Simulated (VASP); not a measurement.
# GaSn: vibrations by perturbation theory with PBE

The system is GaSn.

```
CELL_PARAMETERS angstrom
0.00000 2.90388 2.90388
2.90388 0.00000 2.90388
2.90388 2.90388 0.00000
ATOMIC_POSITIONS crystal
Ga 0.50000 0.50000 0.50000
Sn 0.00000 0.00000 0.00000
```

```yaml
Program: VASP 6.6.1
Task: vibrations by perturbation theory
Functional: PBE
Potentials_or_basis: VASP PAW PBE potentials, release 64 (Ga_d, Sn_d)
Cutoff: 520 eV
k_mesh: 16 × 16 × 16
Occupations: fermi-dirac, width 0.15 eV
Spin: no spin polarisation
Dipole_correction: no
Further_INCAR_settings: ALGO = Normal; EDIFF = 1e-08; NBANDS = 20; IBRION = 8; NSW = 1
```

The highest phonon frequency at Γ is 131 cm⁻¹.

Phonon frequencies in cm⁻¹ (negative: imaginary):
| q point | frequencies |
| --- | --- |
| (0.000, 0.000, 0.000) | 0 0 0 131 131 131 |

Run time: 9.3 min on 1 thread of Intel(R) Xeon(R) Platinum 8488C (Sapphire Rapids), on a shared host, peak memory 0.79 GiB.
